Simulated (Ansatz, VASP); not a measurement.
## BeS in VASP and in Ansatz

Contents of INCAR:

```
PREC = Accurate
ENCUT = 520
EDIFF = 1E-6
ISMEAR = -1
SIGMA = 0.05
LREAL = False
LASPH = True
NELM = 100
ALGO = Normal
ISIF = 2
LWAVE = False
LCHARG = False
NBANDS = 11
```

KPOINTS

```
Automatic mesh
0
Gamma
  9 9 9
```

POSCAR

```
BeS
1.0
    0.0000000000      2.4410600707      2.4410600707
    2.4410600707      0.0000000000      2.4410600707
    2.4410600707      2.4410600707      0.0000000000
S Be
1 1
Direct
    0.7500000000      0.7500000000      0.7500000000
    0.0000000000      0.0000000000      0.0000000000
```

Contents of input.yaml:

```yaml
crystal:
  lattice:
    - [0.0, 2.4410600707, 2.4410600707]
    - [2.4410600707, 0.0, 2.4410600707]
    - [2.4410600707, 2.4410600707, 0.0]
  atoms:
    - { symbol: S, position: [0.75, 0.75, 0.75] }
    - { symbol: Be, position: [0.0, 0.0, 0.0] }
kpoints:
  mp_grid: { grid: [9, 9, 9] }
scf:
  occupations: { method: fermi_dirac, width: 0.05 }
hamiltonian:
  xc: lda
  pseudopotentials: { kind: all_electron, lapw: { basis_error: 0.001 } }
output:
  forces: true
  stress: true
  eigenvalues: true
```

Change from the starting cell: volume scaled by 1.02.

Alike in both runs: task single point; functional LDA; k mesh 9 × 9 × 9; occupations fermi-dirac, width 0.05 eV; no spin polarisation.

|  | VASP | Ansatz |
| --- | --- | --- |
| version | VASP 6.6.1 | Ansatz 0.2.0 |
| potentials or method | VASP PAW LDA potentials, release 64 (S, Be), cutoff 520 eV | all-electron LAPW, scalar-relativistic |

VASP gave:

| Item | Value |
| --- | --- |
| gap on the k mesh at the Fermi level (eV) | 3.04 |
| least direct gap on the mesh (eV) | 5.51 |
| pressure (GPa) | -4.9 |

**Question.** Which values does Ansatz return?

**Answer.** gap on the k mesh at the Fermi level (eV): 3.03; least direct gap on the mesh (eV): 5.49; pressure (GPa): -4.9.

LDA's correlation is that of Perdew and Zunger in VASP and of Perdew and Wang (1992) in Ansatz. Ansatz ran all-electron here, and VASP with PAW potentials.
